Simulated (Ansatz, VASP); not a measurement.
**AgO2: VASP beside Ansatz**

```
O Ag
1.0
     2.79668   -1.62001    0.00186
     2.79668    1.62001    0.00186
    -0.00013    0.00000    3.99884
O Ag
2 1
Direct
  0.67735 0.67735 0.71136
  0.32265 0.32265 0.28864
  0.00000 0.00000 0.00000
```

Alike in both runs: task relaxation of cell and atoms; functional r2SCAN; k mesh 8 × 8 × 6; occupations gaussian, width 0.1 eV; no spin polarisation.

```csv
,VASP,Ansatz
version,VASP 6.6.1,Ansatz 0.2.0
potentials or method,"VASP PAW PBE potentials, release 64 (O, Ag), cutoff 600 eV","scalar-relativistic, plane waves, PAW"
valence electrons in the cell,23,31
```

Ansatz gave:

* gap on the k mesh at the Fermi level, each at its own relaxed structure (eV): none
* relaxed volume (Å³/atom): 11.48
* relaxed cell length with the largest relative difference (Å): 3.783

Q: Which values does VASP return?

A: gap on the k mesh at the Fermi level, each at its own relaxed structure (eV): none; relaxed volume (Å³/atom): 11.40; relaxed cell length with the largest relative difference (Å): 3.752.

VASP's potentials were made for PBE, not for r2SCAN. A gap of «none» marks a metal or a gap that the smearing closes. VASP's potentials hold 23 valence electrons a cell and Ansatz's 31, so a difference there can come from the potentials and not from the codes.
